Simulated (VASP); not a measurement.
Wanted: the native input for a VASP 6.6.1 run.

```yaml
Task: single point
Functional: PBEsol
Potentials_or_basis: VASP PAW PBE potentials, release 64 (Rh_pv)
Cutoff: 520 eV
k_mesh: 24 × 24 × 12
Occupations: gaussian, width 0.1 eV
Spin: no spin polarisation
Dipole_correction: no
Further_INCAR_settings: ALGO = Fast; EDIFF = 1e-07; NBANDS = 22
```

The structure of Rh lies in POSCAR:

```
Rh
1.0
    2.6349613631      0.0000000000      0.0000000000
   -1.3174806816      2.2819434785      0.0000000000
    0.0000000000      0.0000000000      4.2424398393
Rh
2
Direct
    0.6666666667      0.3333333333      0.7500000000
    0.3333333333      0.6666666667      0.2500000000
```

This isn't the form of Rh at room conditions, which is fcc.

This cell differs from its parent crystal: equal strain along all axes, cell held: -2.0 %.

One way to write it, as run:

INCAR

```
PREC = Accurate
ENCUT = 520
EDIFF = 1E-7
ISMEAR = 0
SIGMA = 0.1
LREAL = False
LASPH = True
NELM = 80
ALGO = Fast
ISIF = 2
LWAVE = False
LCHARG = False
GGA = PS
NBANDS = 22
```

KPOINTS

```
Automatic mesh
0
Gamma
  24 24 12
```

Potentials or basis: VASP PAW PBE potentials, release 64 (Rh_pv).

Run with:

```sh
$ cat potpaw_PBE.64/Rh_pv/POTCAR > POTCAR
$ mpirun -np 1 vasp_std > vasp.out
```

Results of the run:

```yaml
Pressure: 20.7 GPa
Band_gap_on_the_k_mesh: zero (bands 15 and 16 overlap by 2.77 eV)
```

Caveat: the cell differs from its parent crystal (equal strain along all axes, cell held: -2.0 %); the cell stands under pressure; the PAW data sets were made with another functional, which shifts forces and pressure a little.

Wall time 110 s on 1 thread of Intel(R) Xeon(R) 6975P-C (Granite Rapids), with other jobs on the host, peak memory 0.28 GiB.
